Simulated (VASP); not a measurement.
A run of VASP 6.6.1 is set up as follows.

Contents of INCAR:

```
SYSTEM = Ge
PREC = Accurate
ENCUT = 500
EDIFF = 1E-6
ISMEAR = -1
SIGMA = 0.05
LREAL = .False.
LASPH = .True.
NELM = 120
ALGO = Normal
ISIF = 2
LWAVE = .False.
LCHARG = .True.
GGA = PS
IVDW = 12
LELF = .True.
LVHAR = .True.
NBANDS = 96
GGA_COMPAT = .False.
```

The input KPOINTS:

```
Automatic mesh
0
Gamma
  5 5 4
  0 0 0
```

File POSCAR:

```
Ge
1.0
    5.9300000000      0.0000000000      0.0000000000
    0.0000000000      5.9300000000      0.0000000000
    0.0000000000      0.0000000000      6.9800000000
Ge
12
Direct
    0.3750000000      0.1667000000      0.7500000000
    0.3333000000      0.8750000000      0.5000000000
    0.6250000000      0.8333000000      0.2500000000
    0.6667000000      0.1250000000      0.0000000000
    0.8750000000      0.3333000000      0.5000000000
    0.8333000000      0.6250000000      0.7500000000
    0.1250000000      0.6667000000      0.0000000000
    0.1667000000      0.3750000000      0.2500000000
    0.5750000000      0.4250000000      0.2500000000
    0.9250000000      0.9250000000      0.5000000000
    0.4250000000      0.5750000000      0.7500000000
    0.0750000000      0.0750000000      0.0000000000
```

Potentials or basis: VASP PAW PBE potentials, release 64 (Ge_d).

Run with:

```sh
$ cat potpaw_PBE.64/Ge_d/POTCAR > POTCAR
$ mpirun -np 1 vasp_std > vasp.out
```

Task: Predict the dispersion energy per atom.

Result: -0.301 eV.

Task: Predict the largest force.

Result: 0.846 eV/Å.

Task: Estimate the band gap on the k mesh.

Result: 0.68 eV.

Stress tensor (GPa, compression positive):
```
-1.68  0.00  0.00
 0.00 -1.68  0.00
 0.00  0.00 -2.64
```

Caveat: three body term missing; semilocal functionals underestimate gaps, and a narrow one can read as zero; the PAW data sets were made with another functional, which shifts forces and pressure a little. Expect the measured gap to be larger: semilocal functionals such as PBEsol lack the derivative discontinuity.
